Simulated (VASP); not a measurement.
Wanted: the native input for a VASP 6.6.1 run.

```
Task                    : density of states
Functional              : PBEsol
Potentials or basis     : VASP PAW PBE potentials, release 64 (Mg, O)
Cutoff                  : 520 eV
k mesh                  : 15 × 15 × 15
Occupations             : fermi-dirac, width 0.05 eV
Spin                    : no spin polarisation
Dipole correction       : no
k mesh for the DOS      : 23 × 23 × 23
Occupations for the DOS : tetrahedron
Further INCAR settings  : ALGO = Normal; EDIFF = 1e-06; NBANDS = 11
```

MgO (rocksalt type):

```
Mg O
1.0
     0.00000    2.01923    2.01923
     2.01923    0.00000    2.01923
     2.01923    2.01923    0.00000
Mg O
1 1
Direct
  0.00000 0.00000 0.00000
  0.50000 0.50000 0.50000
```

This cell differs from its parent crystal: volume scaled by 0.88.

The input as run:

POSCAR

```
MgO
1.0
    0.0000000000      2.0192270526      2.0192270526
    2.0192270526      0.0000000000      2.0192270526
    2.0192270526      2.0192270526      0.0000000000
Mg O
1 1
Direct
    0.0000000000      0.0000000000      0.0000000000
    0.5000000000      0.5000000000      0.5000000000
```

INCAR.step1

```
SYSTEM = MgO
ALGO = Normal ; EDIFF = 1E-6
ENCUT = 520 ; GGA = PS
ISIF = 2 ; ISMEAR = -1
LASPH = .TRUE. ; LCHARG = .TRUE.
LREAL = .FALSE. ; LWAVE = .FALSE.
NBANDS = 11 ; NELM = 80
PREC = Accurate ; SIGMA = 0.05
```

KPOINTS.step1

```
k-points
0
G
  15 15 15
  0 0 0
```

INCAR.step2

```
SYSTEM = MgO
ALGO = Normal ; EDIFF = 1E-6
ENCUT = 520 ; GGA = PS
ICHARG = 11 ; ISIF = 2
ISMEAR = -5 ; LASPH = .TRUE.
LCHARG = .FALSE. ; LORBIT = 11
LREAL = .FALSE. ; LWAVE = .FALSE.
NBANDS = 11 ; NEDOS = 2001
NELM = 80 ; PREC = Accurate
SIGMA = 0.05
```

KPOINTS.step2

```
k-points
0
G
  23 23 23
  0 0 0
```

Potentials or basis: VASP PAW PBE potentials, release 64 (Mg, O).

Launch:

```sh
$ cat potpaw_PBE.64/Mg/POTCAR potpaw_PBE.64/O/POTCAR > POTCAR
$ cp INCAR.step1 INCAR
$ cp KPOINTS.step1 KPOINTS
$ mpirun -np 1 vasp_std > vasp.out
$ cp INCAR.step2 INCAR
$ cp KPOINTS.step2 KPOINTS
$ mpirun -np 1 vasp_std > vasp.out
```

Results of the run:

| Item | Value |
| --- | --- |
| Valence electrons inside the program's atomic spheres | Mg 0.51; O 5.16 |

Wall time 18 s on 1 thread of Intel(R) Xeon(R) 6975P-C (Granite Rapids) (shared host), peak memory 0.19 GiB.
